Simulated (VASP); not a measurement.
# KSrCl3 (Pm-3m) in VASP: further runs, part 3 of 3

VASP 6.6.1. Earlier steps stand in the parts before.

## 4. Single point, r2SCAN

This run uses another cell than the first one, of 35.81 Å³/atom, 1.064 times its volume.

File POSCAR:

```
KSrCl3
1.0
    5.6362001666      0.0000000000      0.0000000000
    0.0000000000      5.6362001666      0.0000000000
    0.0000000000      0.0000000000      5.6362001666
K Sr Cl
1 1 3
Direct
    0.0000000000      0.0000000000      0.0000000000
    0.5000000000      0.5000000000      0.5000000000
    0.5000000000      0.5000000000      0.0000000000
    0.5000000000      0.0000000000      0.5000000000
    0.0000000000      0.5000000000      0.5000000000
```

File INCAR.step1:

```
SYSTEM = KSrCl3
PREC = Accurate
ENCUT = 520
ISMEAR = 0
SIGMA = 0.01
LREAL = .FALSE.
LASPH = .TRUE.
NELM = 80
NBANDS = 28
GGA = PE
ALGO = Normal
EDIFF = 1E-4
LWAVE = .TRUE.
LCHARG = .FALSE.
```

File INCAR.step2:

```
SYSTEM = KSrCl3
PREC = Accurate
ENCUT = 520
EDIFF = 1E-7
ISMEAR = 0
SIGMA = 0.01
LREAL = .FALSE.
LASPH = .TRUE.
NELM = 80
ALGO = Normal
ISIF = 2
LWAVE = .FALSE.
LCHARG = .FALSE.
METAGGA = R2SCAN
LMIXTAU = .TRUE.
NBANDS = 28
ISTART = 1
```

File KPOINTS:

```
Automatic mesh
0
G
  4 4 4
  0 0 0
```

Potentials or basis: VASP PAW PBE potentials, release 64 (K_sv, Sr_sv, Cl).

Launch:

```bash
$ cat potpaw_PBE.64/K_sv/POTCAR potpaw_PBE.64/Sr_sv/POTCAR potpaw_PBE.64/Cl/POTCAR > POTCAR
$ cp INCAR.step1 INCAR
$ mpirun -np 1 vasp_std > vasp.out
$ cp INCAR.step2 INCAR
$ mpirun -np 1 vasp_std > vasp.out
```

OUTCAR:

```text
SYSTEM = KSrCl3
   PREC = Accurate
   ENCUT = 520
   EDIFF = 1E-7
   ISMEAR = 0
   LREAL = .FALSE.
   LASPH = .TRUE.
   NELM = 80
   ISIF = 2
   METAGGA = R2SCAN
   ISTART = 1

 ion  position               nearest neighbor table
   1  0.000  0.000  0.000-
   2  0.500  0.500  0.500-   3 2.82   4 2.82   5 2.82   3 2.82   4 2.82   5 2.82
   3  0.500  0.500  0.000-   2 2.82   2 2.82
   4  0.500  0.000  0.500-   2 2.82   2 2.82
   5  0.000  0.500  0.500-   2 2.82   2 2.82

  LATTYP: Found a simple cubic cell.
 ALAT       =     5.6362001666

  Lattice vectors:

 A1 = (   5.6362001666,   0.0000000000,   0.0000000000)
 A2 = (   0.0000000000,   5.6362001666,   0.0000000000)
 A3 = (   0.0000000000,   0.0000000000,   5.6362001666)

Analysis of symmetry for initial positions (statically):
=====================================================================
 Subroutine PRICEL returns:
 Original cell was already a primitive cell.

 Routine SETGRP: Setting up the symmetry group for a
 simple cubic supercell.

 Subroutine GETGRP returns: Found 48 space group operations
[... 9 lines left out ...]

 Routine SETGRP: Setting up the symmetry group for a
 simple cubic supercell.

 Subroutine GETGRP returns: Found 48 space group operations
[... 11 lines left out ...]
                                     Primitive cell

  volume of cell :     179.0438

  direct lattice vectors                    reciprocal lattice vectors
     5.636200167  0.000000000  0.000000000     0.177424501  0.000000000  0.000000000
     0.000000000  5.636200167  0.000000000     0.000000000  0.177424501  0.000000000
     0.000000000  0.000000000  5.636200167     0.000000000  0.000000000  0.177424501

  length of vectors
     5.636200167  5.636200167  5.636200167     0.177424501  0.177424501  0.177424501

  position of ions in fractional coordinates (direct lattice)
     0.000000000  0.000000000  0.000000000
     0.500000000  0.500000000  0.500000000
     0.500000000  0.500000000  0.000000000
     0.500000000  0.000000000  0.500000000
     0.000000000  0.500000000  0.500000000

  ion indices of the primitive-cell ions
   primitive index   ion index
                 1           1
                 2           2
                 3           3
                 4           4
                 5           5

----------------------------------------------------------------------------------------

 KPOINTS: Automatic mesh

Automatic generation of k-mesh.
 Grid dimensions read from file:
 generate k-points for:    4    4    4

 Generating k-lattice:

  Cartesian coordinates                     Fractional coordinates (reciprocal lattice)
     0.044356125  0.000000000  0.000000000     0.250000000  0.000000000  0.000000000
     0.000000000  0.044356125  0.000000000     0.000000000  0.250000000  0.000000000
     0.000000000  0.000000000  0.044356125     0.000000000  0.000000000  0.250000000

  Length of vectors
     0.044356125  0.044356125  0.044356125

  Shift w.r.t. Gamma in fractional coordinates (k-lattice)
     0.000000000  0.000000000  0.000000000

 Subroutine IBZKPT returns following result:
 ===========================================

 Found     10 irreducible k-points:

 Following reciprocal coordinates:
            Coordinates               Weight
  0.000000  0.000000  0.000000      1.000000
  0.250000  0.000000  0.000000      6.000000
  0.500000  0.000000  0.000000      3.000000
  0.250000  0.250000  0.000000     12.000000
  0.500000  0.250000  0.000000     12.000000
  0.500000  0.500000  0.000000      3.000000
  0.250000  0.250000  0.250000      8.000000
  0.500000  0.250000  0.250000     12.000000
  0.500000  0.500000  0.250000      6.000000
  0.500000  0.500000  0.500000      1.000000
   k-points           NKPTS =     10   k-points in BZ     NKDIM =     10   number of bands    NBANDS=     28
   number of dos      NEDOS =    301   number of ions     NIONS =      5
   total plane-waves  NPLWV =  74088
   dimension x,y,z NGX =    42 NGY =   42 NGZ =   42
   dimension x,y,z NGXF=    84 NGYF=   84 NGZF=   84
   ions per type =               1   1   3
   NGX,Y,Z   is equivalent  to a cutoff of  12.39, 12.39, 12.39 a.u.
   NGXF,Y,Z  is equivalent  to a cutoff of  24.78, 24.78, 24.78 a.u.
 SYSTEM =  KSrCl3
   PREC   = accura    normal or accurate (medium, high low for compatibility)
   ISTART =      1    job   : 0-new  1-cont  2-samecut
   ICHARG =      0    charge: 1-file 2-atom 10-const
   ISPIN  =      1    spin polarized calculation?
   LNONCOLLINEAR =      F non collinear calculations
   LSORBIT =      F    spin-orbit coupling
   LASPH  =      T    aspherical Exc in radial PAW
   ENCUT  =  520.0 eV  38.22 Ry    6.18 a.u.  10.48 10.48 10.48*2*pi/ulx,y,z
   NELM   =     80;   NELMIN=  2; NELMDL=  0     # of ELM steps
   EDIFF  = 0.1E-06   stopping-criterion for ELM
   LREAL  =      F    real-space projection
   EDIFFG = 0.1E-05   stopping-criterion for IOM
   NSW    =      0    number of steps for IOM
   IBRION =     -1    ionic relax: 0-MD 1-quasi-New 2-CG
   NFREE  =      0    steps in history (QN), initial steepest desc. (CG)
   ISIF   =      2    stress and relaxation
   ISYM   =      2    0-nonsym 1-usesym 2-fastsym
   POTIM  = 0.5000    time-step for ionic-motion
   TEBEG  =    0.0;   TEEND  =   0.0 temperature during run
   PSTRESS=    0.0 pullay stress
   NELECT =      40.0000    total number of electrons
   NUPDOWN=      -1.0000    fix difference up-down
   EMIN   =  10.00;   EMAX   =-10.00  energy-range for DOS
   EFERMI =   0.00;   METHOD = LEGACY
   ISMEAR =     0;   SIGMA  =   0.01  broadening in eV -4-tet -1-fermi 0-gaus
   EFERMI_NEDOS =   21; number of points for ismear=-14 and -15
   IALGO  =     38    algorithm
   IMIX   =      4    mixing-type and parameters
     AMIX     =   0.40;   BMIX     =  1.00
     AMIX_MAG =   1.60;   BMIX_MAG =  1.00
  volume/ion in A,a.u.               =      35.81       241.65
  Fermi-wavevector in a.u.,A,eV,Ry     =   0.993364  1.877186 13.425849  0.986772
  Thomas-Fermi vector in A             =   2.125241
   LORBIT       =      0    0 simple, 1 ext, 2 COOP (PROOUT), +10 PAW based schemes
   METAGGA = R2SCAN    functional components
   LHFCALC =     F    Hartree Fock is set to
   AEXX    =    0.0000 exact exchange contribution
   IVDW    =     0    specifies the selected vdW correction
   LEPSILON=     F    determine dielectric tensor
   LRPA    =     F    only Hartree local field effects (RPA)
 non-spin polarized calculation
 Gauss-broadening in eV      SIGMA  =   0.01
  energy-cutoff  :      520.00
  volume of cell :      179.04
 maximum number of plane-waves:      4842
 NGX is ok and might be reduce to    42
   NGX = 21   NGY = 21   NGZ = 21

 number of electron      40.0000001 magnetization

 Free energy of the ion-electron system (eV)
  ---------------------------------------------------
  ext. energy  EPLUGINS =         0.00000000
  ---------------------------------------------------
  free energy    TOTEN  =       -51.64149122 eV

  energy without entropy =      -51.64149122  energy(sigma->0) =      -51.64149122

 E-fermi :  -2.0141     XC(G=0):  -7.4627

 val. band max:       -2.0759580918   @ k =   0.5000   0.5000   0.5000
 cond. band min:       3.1144189682   @ k =   0.0000   0.0000   0.0000
 fundamental gap:      5.1903770600
 Fermi energy:        -2.0141360119

 k-point     1 :       0.0000    0.0000    0.0000
  band No.  band energies     occupation
      1     -35.2154      2.00000
      2     -31.8412      2.00000
      3     -16.7263      2.00000
      4     -16.7263      2.00000
      5     -16.7263      2.00000
      6     -15.2025      2.00000
[... 20 lines left out ...]
     27       6.8170      0.00000
     28       6.8170      0.00000

 k-point     2 :       0.2500    0.0000    0.0000
  band No.  band energies     occupation
      1     -35.2151      2.00000
      2     -31.8411      2.00000
      3     -16.9129      2.00000
      4     -16.7256      2.00000
      5     -16.7256      2.00000
      6     -15.1554      2.00000
[... 240 lines left out ...]
 k-point    10 :       0.5000    0.5000    0.5000
  band No.  band energies     occupation
      1     -35.2137      2.00000
      2     -31.8410      2.00000
      3     -17.0568      2.00000
      4     -17.0568      2.00000
      5     -17.0568      2.00000
      6     -14.5180      2.00000
[... 20 lines left out ...]
     27       7.0954      0.00000
     28       7.9826      0.00000

------------------------ aborting loop because EDIFF is reached ----------------------------------------

  FORCE on cell =-STRESS in cart. coord.  units (eV):
  Direction    XX          YY          ZZ          XY          YZ          ZX
  --------------------------------------------------------------------------------------
  -------------------------------------------------------------------------------------
  Total        0.0374376      0.0374376      0.0374376      0.0000000      0.0000000     -0.0000000
  in kB        0.3350115      0.3350115      0.3350115      0.0000000      0.0000000     -0.0000000
  external PRESSURE =       0.3350115 kB  Pullay stress =       0.0000000 kB

 VOLUME and BASIS-vectors are now :
 -----------------------------------------------------------------------------
  energy-cutoff  :      520.00
  volume of cell :      179.04
      direct lattice vectors                 reciprocal lattice vectors
     5.636200167  0.000000000  0.000000000     0.177424501  0.000000000  0.000000000
     0.000000000  5.636200167  0.000000000     0.000000000  0.177424501  0.000000000
     0.000000000  0.000000000  5.636200167     0.000000000  0.000000000  0.177424501

 POSITION                                       TOTAL-FORCE (eV/Angst)
 -----------------------------------------------------------------------------------
      0.00000      0.00000      0.00000         0.000000      0.000000      0.000000
      2.81810      2.81810      2.81810         0.000000      0.000000      0.000000
      2.81810      2.81810      0.00000         0.000000      0.000000      0.000000
      2.81810      0.00000      2.81810         0.000000      0.000000      0.000000
      0.00000      2.81810      2.81810         0.000000      0.000000      0.000000
 -----------------------------------------------------------------------------------
    total drift:                                0.000000     -0.000000     -0.000000

  FREE ENERGIE OF THE ION-ELECTRON SYSTEM (eV)
  ---------------------------------------------------
  free  energy   TOTEN  =       -51.6414912157 eV

  energy  without entropy=      -51.6414912157  energy(sigma->0) =      -51.64149122
```

Run time: 4 min. Hardware: 1 thread of Intel Xeon Platinum 8375C at 2.90GHz (Ice Lake), shared host; peak memory 0.31 GiB.

Results:

| Quantity | Value |
| --- | --- |
| Free energy | -51.6415 eV |
| Pressure | 0.0 GPa |
| Band gap on the k mesh | 5.19 eV, indirect (least direct gap 5.41 eV) |

Caveat: the PAW data sets were made with another functional, which shifts forces and pressure a little. A k mesh can miss the band edges.

## 5. Single point, r2SCAN

This run uses another cell than the first one, of 35.81 Å³/atom, 1.064 times its volume.

POSCAR is that of step 4.

File INCAR.step1:

```
  PREC = Accurate
  ENCUT = 520
  ISMEAR = 0
  SIGMA = 0.01
  LREAL = F
  LASPH = T
  NELM = 100
  NBANDS = 28
  GGA = PE
  ALGO = Normal
  EDIFF = 1E-4
  LWAVE = T
  LCHARG = F
```

File INCAR.step2:

```
  PREC = Accurate
  ENCUT = 520
  EDIFF = 1E-6
  ISMEAR = 0
  SIGMA = 0.01
  LREAL = F
  LASPH = T
  NELM = 100
  ALGO = Normal
  ISIF = 2
  LWAVE = F
  LCHARG = T
  METAGGA = R2SCAN
  LMIXTAU = T
  LELF = T
  LVHAR = T
  NBANDS = 28
  ISTART = 1
```

File KPOINTS:

```
Automatic mesh
0
Gamma
  4 4 4
```

Launch:

```bash
$ cat potpaw_PBE.64/K_sv/POTCAR potpaw_PBE.64/Sr_sv/POTCAR potpaw_PBE.64/Cl/POTCAR > POTCAR
$ cp INCAR.step1 INCAR
$ mpirun -np 1 vasp_std > vasp.out
$ cp INCAR.step2 INCAR
$ mpirun -np 1 vasp_std > vasp.out
```

It took 3.2 min on 1 thread of Intel Xeon Platinum 8375C at 2.90GHz (Ice Lake), shared host; peak memory 0.31 GiB.

Results (log left out):

```yaml
Free_energy: -51.6415 eV
Pressure: 0.0 GPa
Band_gap_on_the_k_mesh: 5.19 eV, indirect (least direct gap 5.41 eV)
```

Levels at points of the mesh, in eV from the valence-band top:
| k point | band 17 | band 18 | band 19 | band 20 | band 21 | band 22 | band 23 | band 24 |
| --- | --- | --- | --- | --- | --- | --- | --- | --- |
| (0.00, 0.00, 0.00) | -0.42 | -0.21 | -0.21 | -0.21 | 5.19 | 6.71 | 6.71 | 6.71 |
| (0.50, 0.00, 0.00) | -0.68 | -0.51 | -0.28 | -0.28 | 6.81 | 6.94 | 7.07 | 7.90 |
| (0.50, 0.50, 0.00) | -0.65 | -0.64 | -0.64 | -0.01 | 7.60 | 8.01 | 8.01 | 8.27 |
| (0.50, 0.50, 0.50) | -1.30 | 0.00 | 0.00 | 0.00 | 6.86 | 8.05 | 8.05 | 8.05 |

Caveat: the PAW data sets were made with another functional, which shifts forces and pressure a little.

## 6. Single point, r2SCAN (volume changed by +3%)

POSCAR, as its differences from that of step 5:

```diff
@@ -2,5 +2,5 @@
 1.0
-    5.6362001666      0.0000000000      0.0000000000
-    0.0000000000      5.6362001666      0.0000000000
-    0.0000000000      0.0000000000      5.6362001666
+    5.6920077581      0.0000000000      0.0000000000
+    0.0000000000      5.6920077581      0.0000000000
+    0.0000000000      0.0000000000      5.6920077581
 K Sr Cl
```

File INCAR.step1:

```
SYSTEM = KSrCl3
  PREC = Accurate
  ENCUT = 520
  ISMEAR = 0
  SIGMA = 0.01
  LREAL = .False.
  LASPH = .True.
  NELM = 100
  NBANDS = 28
  GGA = PE
  ALGO = Normal
  EDIFF = 1E-4
  LWAVE = .True.
  LCHARG = .False.
```

File INCAR.step2:

```
SYSTEM = KSrCl3
  PREC = Accurate
  ENCUT = 520
  EDIFF = 1E-7
  ISMEAR = 0
  SIGMA = 0.01
  LREAL = .False.
  LASPH = .True.
  NELM = 100
  ALGO = Normal
  ISIF = 2
  LWAVE = .False.
  LCHARG = .False.
  METAGGA = R2SCAN
  LMIXTAU = .True.
  NBANDS = 28
  ISTART = 1
```

File KPOINTS:

```
regular mesh
0
Gamma
  4 4 4
  0 0 0
```

Potentials or basis: VASP PAW PBE potentials, release 64 (K_sv, Sr_sv, Cl).

Launch:

```bash
$ cat potpaw_PBE.64/K_sv/POTCAR potpaw_PBE.64/Sr_sv/POTCAR potpaw_PBE.64/Cl/POTCAR > POTCAR
$ cp INCAR.step1 INCAR
$ mpirun -np 1 vasp_std > vasp.out
$ cp INCAR.step2 INCAR
$ mpirun -np 1 vasp_std > vasp.out
```

It took 3.7 min on 1 thread of Intel Xeon Platinum 8375C at 2.90GHz (Ice Lake), shared host; peak memory 0.31 GiB.

It converged, with:

```yaml
Free_energy: -51.6336 eV
Pressure: -0.6 GPa
Band_gap_on_the_k_mesh: 5.14 eV, indirect (least direct gap 5.36 eV)
```

Levels at points of the mesh, in eV from the valence-band top:
| k point | band 16 | band 17 | band 18 | band 19 | band 20 | band 21 | band 22 | band 23 | band 24 | band 25 |
| --- | --- | --- | --- | --- | --- | --- | --- | --- | --- | --- |
| (0.00, 0.00, 0.00) | -0.40 | -0.40 | -0.22 | -0.22 | -0.22 | 5.14 | 6.70 | 6.70 | 6.70 | 7.63 |
| (0.50, 0.00, 0.00) | -0.64 | -0.64 | -0.48 | -0.28 | -0.28 | 6.72 | 6.93 | 6.97 | 7.83 | 7.83 |
| (0.50, 0.50, 0.00) | -0.65 | -0.65 | -0.61 | -0.61 | -0.01 | 7.49 | 7.93 | 7.93 | 8.17 | 8.17 |
| (0.50, 0.50, 0.50) | -1.26 | -1.26 | 0.00 | 0.00 | 0.00 | 6.82 | 8.00 | 8.00 | 8.00 | 9.01 |

Caveat: the cell differs from its parent crystal (volume changed by +3%); the PAW data sets were made with another functional, which shifts forces and pressure a little.

## 7. Single point, r2SCAN (volume changed by +6%)

POSCAR, as its differences from that of step 6:

```diff
@@ -2,5 +2,5 @@
 1.0
-    5.6920077581      0.0000000000      0.0000000000
-    0.0000000000      5.6920077581      0.0000000000
-    0.0000000000      0.0000000000      5.6920077581
+    5.7467419596      0.0000000000      0.0000000000
+    0.0000000000      5.7467419596      0.0000000000
+    0.0000000000      0.0000000000      5.7467419596
 K Sr Cl
```

File INCAR.step1:

```
PREC = Accurate
ENCUT = 520
ISMEAR = 0
SIGMA = 0.01
LREAL = False
LASPH = True
NELM = 100
NBANDS = 28
GGA = PE
ALGO = Normal
EDIFF = 1E-4
LWAVE = True
LCHARG = False
```

File INCAR.step2:

```
PREC = Accurate
ENCUT = 520
EDIFF = 1E-7
ISMEAR = 0
SIGMA = 0.01
LREAL = False
LASPH = True
NELM = 100
ALGO = Normal
ISIF = 2
LWAVE = False
LCHARG = False
METAGGA = R2SCAN
LMIXTAU = True
NBANDS = 28
ISTART = 1
```

File KPOINTS:

```
Automatic mesh
0
Gamma
  4 4 4
```

Launch:

```bash
$ cat potpaw_PBE.64/K_sv/POTCAR potpaw_PBE.64/Sr_sv/POTCAR potpaw_PBE.64/Cl/POTCAR > POTCAR
$ cp INCAR.step1 INCAR
$ mpirun -np 1 vasp_std > vasp.out
$ cp INCAR.step2 INCAR
$ mpirun -np 1 vasp_std > vasp.out
```

Run time: 6.2 min. Hardware: 1 thread of Intel Xeon Platinum 8375C at 2.90GHz (Ice Lake), shared host; peak memory 0.38 GiB.

It converged, with:

| Property | Result |
| --- | --- |
| Free energy | -51.6061 eV |
| Pressure | -1.1 GPa |
| Band gap on the k mesh | 5.08 eV, indirect (least direct gap 5.31 eV) |

Levels at points of the mesh, in eV from the valence-band top:
```tsv
k point	band 18	band 19	band 20	band 21	band 22	band 23
(0.00, 0.00, 0.00)	-0.23	-0.23	-0.23	5.08	6.70	6.70
(0.50, 0.00, 0.00)	-0.46	-0.28	-0.28	6.64	6.88	6.90
(0.50, 0.50, 0.00)	-0.58	-0.58	-0.01	7.38	7.85	7.85
(0.50, 0.50, 0.50)	0.00	0.00	0.00	6.78	7.94	7.94
```

Caveat: the cell differs from its parent crystal (volume changed by +6%); the PAW data sets were made with another functional, which shifts forces and pressure a little. A k mesh can miss the band edges.

## 8. Summary

```csv
cell,gap on the mesh (eV),pressure (GPa)
"a = 5.521 Å, 5 atoms",5.30,1.7
"a = 5.579 Å, 5 atoms",5.25,0.8
"a = 5.636 Å, 5 atoms",5.19,0.0
"a = 5.692 Å, 5 atoms",5.14,-0.6
"a = 5.747 Å, 5 atoms",5.08,-1.1
```

Alike in all rows: task single point; level r2SCAN; potentials or basis VASP PAW PBE potentials, release 64 (K_sv, Sr_sv, Cl); no spin polarisation; k mesh 4 × 4 × 4; cutoff (eV) 520; smearing gaussian 0.01 eV.

Caveats: the PAW data sets were made with another functional, which shifts forces and pressure a little.

Total energies depend on the potentials used, so only differences within one code and one set of settings carry meaning.
